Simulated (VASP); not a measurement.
## CsPbBr3: single point with PBEsol

The system is CsPbBr3.

```xyz
5
Lattice="5.9438 -0.6361 -0.6361 -0.6361 5.9438 -0.6361 -0.6361 -0.6361 5.9438" Properties=species:S:1:pos:R:3 pbc="T T T"
Cs    0.0000    0.0000    0.0000
Pb    2.3359    2.3359    2.3359
Br   -0.6361    2.6539    2.6539
Br    2.6539   -0.6361    2.6539
Br    2.6539    2.6539   -0.6361
```

This cell differs from its parent crystal: ratio of the length along [111] to the lengths across it x 0.71, volume and fractional coordinates fixed.

```
Program             : VASP 6.6.1
Task                : single point
Functional          : PBEsol
Potentials or basis : VASP PAW PBE potentials, release 64 (Cs_sv, Pb_d, Br)
Cutoff              : 520 eV
k mesh              : 6 × 6 × 6
Occupations         : gaussian, width 0.05 eV
Spin                : no spin polarisation
```

The pressure is -0.5 GPa and the band gap on the k mesh is 0.91 eV, direct.

Stress tensor (GPa, compression positive):
```
-0.47  1.21  1.21
 1.21 -0.47  1.21
 1.21  1.21 -0.47
```

Levels at points of the mesh, in eV from the valence-band top:
| k point | band 20 | band 21 | band 22 | band 23 | band 24 | band 25 |
| --- | --- | --- | --- | --- | --- | --- |
| (0.00, 0.00, 0.00) | -0.95 | -0.81 | -0.81 | 3.62 | 4.37 | 4.37 |
| (0.50, 0.00, 0.00) | -1.57 | -1.09 | -0.90 | 2.18 | 4.57 | 5.13 |
| (0.50, 0.50, 0.00) | -1.60 | -0.73 | -0.55 | 1.89 | 2.38 | 4.96 |
| (0.50, 0.50, 0.50) | -0.73 | -0.71 | 0.00 | 0.91 | 1.97 | 1.97 |

It took 3.1 min on 1 thread of Intel(R) Xeon(R) Platinum 8375C CPU @ 2.90GHz (Ice Lake) (shared host), peak memory 0.44 GiB.

Caveat: the PAW data sets were made with another functional, which shifts forces and pressure a little; spin-orbit coupling is left out, which moves the levels of the heavy elements. A k mesh can miss the band edges.
